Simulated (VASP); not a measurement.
A run of VASP 6.6.1 is set up as follows.

The input INCAR:

```
PREC = Accurate
ENCUT = 520
EDIFF = 1E-6
ISMEAR = -1
SIGMA = 0.1
LREAL = F
LASPH = T
NELM = 60
ALGO = Normal
ISIF = 2
LWAVE = F
LCHARG = F
GGA = PS
NBANDS = 18
```

Contents of KPOINTS:

```
Automatic mesh
0
Gamma
  12 12 12
```

POSCAR

```
Cu
1.0
    1.1764140575     -3.8391507482      0.0000000000
    1.1764140575      3.8391507482      0.0000000000
    0.0000000000      0.0000000000      2.3900651096
Cu
2
Direct
    0.1338670000      0.8661330000      0.2500000000
    0.8661330000      0.1338670000      0.7500000000
```

Potentials or basis: VASP PAW PBE potentials, release 64 (Cu).

The run is started by

```sh
$ cat potpaw_PBE.64/Cu/POTCAR > POTCAR
$ mpirun -np 1 vasp_std > vasp.out
```

(1) Estimate the largest force.

(2) Predict the pressure.

(3) Predict the band gap on the k mesh.

Answers

(1) 0.152 eV/Å.

(2) 19.2 GPa.

(3) zero (bands 11 and 12 overlap by 5.84 eV).

Caveat: the cell stands under pressure; the PAW data sets were made with another functional, which shifts forces and pressure a little.
